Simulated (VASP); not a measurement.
A run of VASP 6.6.1 is set up as follows.

The input POSCAR:

```
BaTiO3
1.0
    2.8400536680     -1.6397057497     -2.3314328258
    0.0000000000      3.2794114995     -2.3314328258
    9.2301744210      5.3290436866      5.8285820646
Ba Ti O
3 3 9
Direct
    0.7675078059      0.7675078060      0.9188283674
    0.9341744726      0.9341744726      0.2521617007
    0.8508411393      0.8508411393      0.5854950341
    0.4612564965      0.4612564965      0.0899826165
    0.3779231631      0.3779231631      0.4233159498
    0.2945898298      0.2945898298      0.7566492831
    0.4899585428     -0.0004475471      0.0811512176
    0.4066252095     -0.0837808804      0.4144845509
    0.3232918761     -0.1671142138      0.7478178843
   -0.0004475471      0.4899585428      0.0811512176
   -0.0837808804      0.4066252095      0.4144845509
   -0.1671142138      0.3232918761      0.7478178843
    0.4490913686      0.4490913686      0.2446199142
    0.3657580353      0.3657580353      0.5779532476
    0.2824247020      0.2824247020      0.9112865809
```

INCAR.step1

```
SYSTEM = BaTiO3
PREC = Accurate ; ENCUT = 520
ISMEAR = 0 ; SIGMA = 0.05
LREAL = Auto ; LASPH = .True.
NELM = 60 ; NBANDS = 73
GGA = PE ; ALGO = Normal
EDIFF = 1E-4 ; LWAVE = .True.
LCHARG = .False.
```

The input INCAR.step2:

```
SYSTEM = BaTiO3
PREC = Accurate ; ENCUT = 520
EDIFF = 1E-6 ; ISMEAR = 0
SIGMA = 0.05 ; LREAL = Auto
LASPH = .True. ; NELM = 60
ALGO = Normal ; ISIF = 2
LWAVE = .False. ; LCHARG = .False.
METAGGA = R2SCAN ; LMIXTAU = .True.
NBANDS = 73 ; ISTART = 1
```

File KPOINTS:

```
Automatic mesh
0
Gamma
  6 6 2
  0 0 0
```

Potentials or basis: VASP PAW PBE potentials, release 64 (Ba_sv, Ti_sv, O).

Run with:

```sh
$ cat potpaw_PBE.64/Ba_sv/POTCAR potpaw_PBE.64/Ti_sv/POTCAR potpaw_PBE.64/O/POTCAR > POTCAR
$ cp INCAR.step1 INCAR
$ mpirun -np 1 vasp_std > vasp.out
$ cp INCAR.step2 INCAR
$ mpirun -np 1 vasp_std > vasp.out
```

Problem. Predict the largest force.

Solution. 6.027 eV/Å.

Problem. What does it give for the pressure?

Solution. 5.0 GPa.

Forces in eV/Å, atoms in the order of the input:
```
Ba  -2.519 -1.454 -5.279
Ba  -0.053 -0.031 -0.144
Ba   0.138  0.080  0.075
Ti   1.074  0.620  5.111
Ti   0.455  0.263  0.162
Ti   0.706  0.407  0.098
O    1.413  0.605  0.948
O   -0.106 -0.168 -0.004
O   -0.101 -0.197  0.186
O    1.231  0.921  0.948
O   -0.198 -0.007 -0.004
O   -0.221  0.011  0.186
O   -0.559 -0.323 -0.296
O   -0.305 -0.176 -0.244
O   -0.955 -0.551 -1.744
```

Caveat: the cell differs from its parent crystal (the part above a cut slid along it); the stress differs along the axes, from 3 to 10 GPa; the PAW data sets were made with another functional, which shifts forces and pressure a little.
